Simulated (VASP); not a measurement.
# GeSe: single point with PBE

Crystal: GeSe.

```
Ge Se
1.0
    10.67377    0.00000    0.00000
     0.00000    3.79797    0.00000
     0.00000    0.00000    4.34053
Ge Se
4 4
Direct
  0.11707 0.25000 0.11200
  0.88293 0.75000 0.88800
  0.38293 0.75000 0.61200
  0.61707 0.25000 0.38800
  0.85524 0.25000 0.49197
  0.14476 0.75000 0.50803
  0.64476 0.75000 0.99197
  0.35524 0.25000 0.00803
```

- Program: VASP 6.6.1
- Task: single point
- Functional: PBE
- Potentials or basis: VASP PAW PBE potentials, release 64 (Ge_d, Se)
- Cutoff: 500 eV
- k mesh: 4 × 11 × 10
- Occupations: fermi-dirac, width 0.02 eV
- Spin: no spin polarisation
- Dipole correction: no
- Further INCAR settings: ALGO = Normal; EDIFF = 1e-06; NBANDS = 50

```
Pressure               : 3.5 GPa
Largest force          : 0.038 eV/Å
Band gap on the k mesh : 0.52 eV (least direct gap 0.73 eV)
```

Forces on the atoms (eV/Å):
```
Ge  -0.036  0.000 -0.011
Ge   0.036  0.000  0.011
Ge   0.036  0.000 -0.011
Ge  -0.036  0.000  0.011
Se   0.017  0.000  0.001
Se  -0.017  0.000 -0.001
Se  -0.017  0.000  0.001
Se   0.017  0.000 -0.001
```

Stress tensor (GPa, compression positive):
```
3.40 0.00 0.00
0.00 4.03 0.00
0.00 0.00 3.06
```

Levels at points of the mesh, in eV from the valence-band top:
```csv
k point,band 38,band 39,band 40,band 41,band 42,band 43
"(0.00, 0.00, 0.00)",-1.14,-0.98,-0.22,0.52,2.75,2.76
"(0.50, 0.00, 0.00)",-1.71,-0.49,-0.49,2.36,2.36,2.54
"(0.00, 0.00, 0.50)",-0.99,-0.33,-0.33,1.23,1.23,1.88
"(0.50, 0.00, 0.50)",-0.54,-0.45,-0.45,1.25,1.25,1.96
```

Run time: 18 min on 1 thread of Oxide Virtual Turin-like Processor, on a shared host, peak memory 0.68 GiB.

Caveat: the cell stands under pressure. A k mesh can miss the band edges.
